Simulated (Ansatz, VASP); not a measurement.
## Hg: VASP beside Ansatz

```
Hg
1.0
     0.00000    3.22300    3.22300
     3.22300    0.00000    3.22300
     3.22300    3.22300    0.00000
Hg
2
Direct
  0.87500 0.87500 0.87500
  0.12500 0.12500 0.12500
```

Alike in both runs: task relaxation of cell and atoms; functional LDA; k mesh 12 × 12 × 12; occupations fermi-dirac, width 0.05 eV; no spin polarisation.

```csv
,VASP,Ansatz
version,VASP 6.6.1,Ansatz 0.2.0
potentials or method,"VASP PAW LDA potentials, release 64 (Hg), cutoff 600 eV","all-electron LAPW, scalar-relativistic"
```

|  | VASP | Ansatz | Ansatz less VASP |
| --- | --- | --- | --- |
| relaxed volume (Å³/atom) | 34.12 | 33.48 | -0.639 |
| relaxed cell length with the largest relative difference (Å) | 4.587 | 4.558 | -0.0288 |

LDA's correlation is that of Perdew and Zunger in VASP and of Perdew and Wang (1992) in Ansatz. Ansatz ran all-electron here, and VASP with PAW potentials.

Spin-orbit coupling is off throughout.
